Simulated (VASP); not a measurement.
A run of VASP 6.6.1 is set up as follows.

INCAR

```
PREC = Accurate
ENCUT = 520
EDIFF = 1E-6
ISMEAR = 0
SIGMA = 0.05
LREAL = False
LASPH = True
NELM = 60
ALGO = Normal
ISIF = 2
LWAVE = False
LCHARG = False
GGA = CA
NBANDS = 11
```

KPOINTS

```
Automatic mesh
0
Gamma
  14 14 14
```

File POSCAR:

```
C
1.0
    0.0000000000      2.0631900000      3.3982200000
    1.1911600000      0.0000000000      3.3982200000
    1.1911600000      2.0631900000      0.0000000000
C
2
Direct
    0.1666700000      0.8333300000      0.1666700000
    0.8333300000      0.1666700000      0.8333300000
```

Potentials or basis: VASP PAW LDA potentials, release 64 (C).

Command:

```sh
$ cat potpaw_LDA.64/C/POTCAR > POTCAR
$ mpirun -np 1 vasp_std > vasp.out
```

(1) What does it give for the pressure?

(2) Estimate the largest force.

Answers

(1) 25.4 GPa.

(2) 0.028 eV/Å.

Caveat: the cell differs from its parent crystal (strain -0.030 along x and y, +0.015 along z).
